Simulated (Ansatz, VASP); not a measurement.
This is a calculation of Sb for Ansatz 0.2.0.

File input.yaml:

```yaml
crystal:
  lattice:
    - [-1.596261, 1.55489, 2.727345]
    - [1.537606, -1.532945, 2.680911]
    - [1.643512, 1.580085, -2.714512]
  atoms:
    - { symbol: Sb, position: [0.01785, 0.004628, 0.017022] }
kpoints:
  mp_grid: { grid: [10, 10, 12] }
scf:
  occupations: { method: fermi_dirac, width: 0.05 }
hamiltonian:
  xc: pbe
  pseudopotentials: { kind: all_electron, lapw: { basis_error: 0.001 } }
output:
  forces: true
  stress: true
  eigenvalues: true
  populations: true
```

Potentials or basis: all-electron LAPW, scalar-relativistic.

Run with:

```sh
$ ansatz run input.yaml --threads 1 --pin off --max-ram 3072MiB --backend cpu --events-out ev --progress --plain --runs-dir out
```

Question: Translate it to VASP 6.6.1. Potentials there: VASP PAW PBE potentials, release 64 (Sb).

Answer: As run (the cutoff follows the program's own potentials):

File INCAR:

```
SYSTEM = Sb
  ALGO = Normal
  EDIFF = 1E-6
  ENCUT = 520
  GGA = PE
  ISIF = 2
  ISMEAR = -1
  LASPH = .TRUE.
  LCHARG = .FALSE.
  LREAL = .FALSE.
  LWAVE = .FALSE.
  NBANDS = 8
  NELM = 80
  PREC = Accurate
  SIGMA = 0.05
```

File KPOINTS:

```
k-points
0
G
  10 10 12
  0 0 0
```

Contents of POSCAR:

```
Sb
1.0
   -1.5962610000      1.5548900000      2.7273450000
    1.5376060000     -1.5329450000      2.6809110000
    1.6435120000      1.5800850000     -2.7145120000
Sb
1
Direct
    0.0178500000      0.0046280000      0.0170220000
```

Potentials or basis: VASP PAW PBE potentials, release 64 (Sb).

The run is started by

```sh
$ cat potpaw_PBE.64/Sb/POTCAR > POTCAR
$ mpirun -np 1 vasp_std > vasp.out
```

Both were run:

|  | VASP | Ansatz | Ansatz less VASP |
| --- | --- | --- | --- |
| gap on the k mesh at the Fermi level (eV) | none | none | - |
| pressure (GPa) | 1.6 | 1.7 | +0.12 |
| traceless stress, the component that is largest in VASP (GPa) | 1.12 | 1.11 | -0.011 |

A gap of «none» marks a metal or a gap that the smearing closes. Ansatz ran all-electron here, and VASP with PAW potentials.

Neither program's run includes spin-orbit coupling.
